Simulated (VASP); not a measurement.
A run of VASP 6.6.1:

Contents of INCAR:

```
ALGO = Normal
EDIFF = 1E-7
ENCUT = 520
GGA = PE
ISIF = 2
ISMEAR = -1
LASPH = T
LCHARG = F
LREAL = F
LWAVE = F
NBANDS = 21
NELM = 100
PREC = Accurate
SIGMA = 0.02
```

The input KPOINTS:

```
k-points
0
Gamma
  6 6 4
```

Contents of POSCAR:

```
Si3Sn
1.0
    4.0376389099      0.0000000000      0.0000000000
    0.0000000000      4.0376389099      0.0000000000
    0.0000000000      0.0000000000      5.8980846646
Si Sn
3 1
Direct
    0.5000000000      0.0000000000      0.7741486924
    0.5000000000      0.5000000000      0.0000000000
    0.0000000000      0.5000000000      0.2258513076
    0.0000000000      0.0000000000      0.5000000000
```

Potentials or basis: VASP PAW PBE potentials, release 64 (Si, Sn_d).

Launch:

```sh
$ cat potpaw_PBE.64/Si/POTCAR potpaw_PBE.64/Sn_d/POTCAR > POTCAR
$ mpirun -np 1 vasp_std > vasp.out
```

Hardware: 1 thread of Intel(R) Xeon(R) 6975P-C (Granite Rapids), with other jobs on the host.

**Question.** Estimate the wall time of this run.

**Answer.** It took 24 s on 1 thread of Intel(R) Xeon(R) 6975P-C (Granite Rapids), with other jobs on the host, peak memory 0.22 GiB. Counts: scf iterations 14, k points 30.
